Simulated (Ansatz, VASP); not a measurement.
# One calculation of Mn2Cl3, two programs

```
Mn Cl
1.0
     4.22253    0.00000    0.00000
    -2.11126    3.65681    0.00000
     0.00000    0.00000    6.56956
Mn Cl
2 3
Direct
  0.33333 0.66667 0.24500
  0.66667 0.33333 0.75500
  0.00000 0.00000 0.00000
  0.33333 0.66667 0.64500
  0.66667 0.33333 0.35500
```

Alike in both runs: task single point; functional PBE; k mesh 6 × 6 × 4; occupations gaussian, width 0.1 eV; collinear spin.

|  | VASP | Ansatz |
| --- | --- | --- |
| version | VASP 6.6.1 | Ansatz 0.2.0 |
| potentials or method | VASP PAW PBE potentials, release 64 (Mn_pv, Cl), cutoff 520 eV | scalar-relativistic, plane waves, PAW |
| valence electrons in the cell | 47 | 51 |

Ansatz gave:

| Property | Result |
| --- | --- |
| gap on the k mesh at the Fermi level (eV) | none |
| pressure (GPa) | 0.9 |
| traceless stress, the component that is largest in VASP (GPa) | 2.63 |
| rms of the force components (eV/Å) | 0.272 |
| net moment per atom (μB) | 1.81 |
| size of the moment on the site where the two differ most (μB) | 4.05 |

Problem. Which values does VASP return?

Solution. gap on the k mesh at the Fermi level (eV): none; pressure (GPa): 0.9; traceless stress, the component that is largest in VASP (GPa): 2.61; rms of the force components (eV/Å): 0.272; net moment per atom (μB): 1.81; size of the moment on the site where the two differ most (μB): 4.13.

Site moments also hang on the region over which each program counts them. Atom by atom the forces differ by 0.003 eV/Å (rms over components). A gap of «none» marks a metal or a gap that the smearing closes. The functional is the same, so the differences come from potentials, cutoffs and numerics. VASP's potentials hold 47 valence electrons a cell and Ansatz's 51, so a difference there can come from the potentials and not from the codes.
